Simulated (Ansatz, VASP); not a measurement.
# Al2O3 in VASP and in Ansatz

```
Al O
1.0
     4.54666    0.00000    0.00000
     0.00000    9.66885    0.00000
     0.00000    0.00000    2.97459
Al O
4 6
Cartesian
  1.8818 3.2004 1.4873
  2.6649 6.4685 1.4873
  4.1551 1.6340 0.0000
  0.3916 8.0348 0.0000
  3.3261 2.1531 1.4873
  0.0000 0.0000 0.0000
  3.4939 6.9875 0.0000
  1.0528 2.6813 0.0000
  1.2205 7.5157 1.4873
  2.2733 4.8344 1.4873
```

Change from the starting cell: strain -0.0100 x Voigt [1, -1, 0, 0, 0, 0], atoms carried along.

Alike in both runs: task single point; functional LDA; k mesh 6 × 4 × 8; occupations gaussian, width 0.05 eV; no spin polarisation.

```csv
,VASP,Ansatz
version,VASP 6.6.1,Ansatz 0.2.0
potentials or method,"VASP PAW LDA potentials, release 64 (Al, O), cutoff 520 eV","scalar-relativistic, plane waves, PAW"
valence electrons in the cell,48,48
```

VASP gave:

| Item | Value |
| --- | --- |
| gap on the k mesh at the Fermi level (eV) | 3.37 |
| least direct gap on the mesh (eV) | 3.37 |
| pressure (GPa) | 0.2 |
| traceless stress, the component that is largest in VASP (GPa) | -2.46 |
| rms of the force components (eV/Å) | 0.149 |

Estimate Ansatz's values.

gap on the k mesh at the Fermi level (eV): 3.37; least direct gap on the mesh (eV): 3.37; pressure (GPa): -0.6; traceless stress, the component that is largest in VASP (GPa): -2.92; rms of the force components (eV/Å): 0.173.

LDA's correlation is that of Perdew and Zunger in VASP and of Perdew and Wang (1992) in Ansatz. Atom by atom the forces differ by 0.024 eV/Å (rms over components).
